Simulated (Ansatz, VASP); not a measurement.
# One calculation of C, two programs

```xyz
2
Lattice="0.0000 1.7857 1.7857 1.7857 0.0000 1.7857 1.7857 1.7857 0.0000" Properties=species:S:1:pos:R:3 pbc="T T T"
C     0.0000    0.0000    0.0000
C     0.8929    0.8929    0.8929
```

Alike in both runs: functional PBE; k mesh 12 × 12 × 12; occupations gaussian, width 0.02 eV; no spin polarisation.

Ansatz relaxed the structure, and its values are those at the end. VASP's run is a single point on that final structure, the one shown.

|  | VASP | Ansatz |
| --- | --- | --- |
| version | VASP 6.6.1 | Ansatz 0.2.0 |
| potentials or method | VASP PAW PBE potentials, release 64 (C), cutoff 520 eV | scalar-relativistic, plane waves, PAW |
| valence electrons in the cell | 8 | 8 |

Ansatz gave:

```
gap on the k mesh at the Fermi level (eV) : 4.15
least direct gap on the mesh (eV)         : 5.58
pressure (GPa)                            : 0.0
```

Question: Estimate VASP's values.

Answer: gap on the k mesh at the Fermi level (eV): 4.14; least direct gap on the mesh (eV): 5.58; pressure (GPa): 0.7.

The functional is the same, so the differences come from potentials, cutoffs and numerics.
